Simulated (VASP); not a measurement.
Wanted: the native input for a VASP 6.6.1 run.

```
Task                   : single point
Functional             : r2SCAN
Potentials or basis    : VASP PAW PBE potentials, release 64 (Sr_sv, O)
Cutoff                 : 520 eV
k mesh                 : 8 × 8 × 8
Occupations            : gaussian, width 0.05 eV
Spin                   : no spin polarisation
Dipole correction      : no
Further INCAR settings : ALGO = Normal; EDIFF = 1e-07; NBANDS = 15
```

SrO:

```
Sr O
1.0
     0.00000    2.56260    2.56260
     2.56260    0.00000    2.56260
     2.56260    2.56260    0.00000
Sr O
1 1
Direct
  0.50000 0.50000 0.50000
  0.00000 0.00000 0.00000
```

One way to write it, as run:

POSCAR

```
SrO
1.0
    0.0000000000      2.5626042441      2.5626042441
    2.5626042441      0.0000000000      2.5626042441
    2.5626042441      2.5626042441      0.0000000000
Sr O
1 1
Direct
    0.5000000000      0.5000000000      0.5000000000
    0.0000000000      0.0000000000      0.0000000000
```

INCAR.step1

```
ALGO     = Normal         # electronic algorithm
EDIFF    = 1E-4           # SCF threshold, eV
ENCUT    = 520            # plane-wave cutoff, eV
GGA      = PE             # functional
ISMEAR   = 0              # smearing method
LASPH    = T              # aspherical terms in the spheres
LCHARG   = F              # write CHGCAR
LREAL    = F              # projectors in reciprocal space
LWAVE    = T              # write WAVECAR
NBANDS   = 15             # bands
NELM     = 100            # most SCF steps
PREC     = Accurate       # precision mode
SIGMA    = 0.05           # smearing width, eV
```

INCAR.step2

```
ALGO     = Normal         # electronic algorithm
EDIFF    = 1E-7           # SCF threshold, eV
ENCUT    = 520            # plane-wave cutoff, eV
ISIF     = 2              # what is computed and relaxed
ISMEAR   = 0              # smearing method
ISTART   = 1            
LASPH    = T              # aspherical terms in the spheres
LCHARG   = T              # write CHGCAR
LELF     = T              # ELF
LMIXTAU  = T            
LREAL    = F              # projectors in reciprocal space
LVHAR    = T            
LWAVE    = F              # write WAVECAR
METAGGA  = R2SCAN         # meta-GGA
NBANDS   = 15             # bands
NELM     = 100            # most SCF steps
PREC     = Accurate       # precision mode
SIGMA    = 0.05           # smearing width, eV
```

KPOINTS

```
k-points
0
Gamma
  8 8 8
```

Potentials or basis: VASP PAW PBE potentials, release 64 (Sr_sv, O).

The run is started by

```sh
$ cat potpaw_PBE.64/Sr_sv/POTCAR potpaw_PBE.64/O/POTCAR > POTCAR
$ cp INCAR.step1 INCAR
$ mpirun -np 1 vasp_std > vasp.out
$ cp INCAR.step2 INCAR
$ mpirun -np 1 vasp_std > vasp.out
```

Results of the run:

The pressure is 2.6 GPa and the band gap on the k mesh is 3.74 eV (least direct gap 3.82 eV).

Caveat: the PAW data sets were made with another functional, which shifts forces and pressure a little.

Wall time 2.4 min on 1 thread of Intel Xeon 8259CL, with other jobs on the host, peak memory 0.17 GiB.
